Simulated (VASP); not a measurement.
# BO (rock salt type): single point with r2SCAN

BO (rock salt type):

```
B O
1.0
     0.00000    1.93172    1.93172
     1.93172    0.00000    1.93172
     1.93172    1.93172    0.00000
B O
1 1
Direct
  0.00000 0.00000 0.00000
  0.50000 0.50000 0.50000
```

- Program: VASP 6.6.1
- Task: single point
- Functional: r2SCAN
- Potentials or basis: VASP PAW PBE potentials, release 64 (B, O)
- Cutoff: 520 eV
- k mesh: 15 × 15 × 15
- Occupations: fermi-dirac, width 0.1 eV
- Spin: no spin polarisation
- Dipole correction: no
- Further INCAR settings: ALGO = Normal; EDIFF = 1e-06; NBANDS = 12

```yaml
Pressure: 2.0 GPa
```

Levels at points of the mesh, in eV from the Fermi level:
```csv
k point,band 3,band 4,band 5,band 6,band 7,band 8
"(0.00, 0.00, 0.00)",-6.12,-6.12,-3.39,6.95,6.95,6.95
```

Wall time 59 s on 1 thread of Intel(R) Xeon(R) Platinum 8259CL CPU @ 2.50GHz (Skylake/Cascade Lake) (shared host), peak memory 0.13 GiB.

Caveat: the PAW data sets were made with another functional, which shifts forces and pressure a little; an odd number of electrons without spin polarisation forces a metal; a magnetic or distorted state may lie lower.
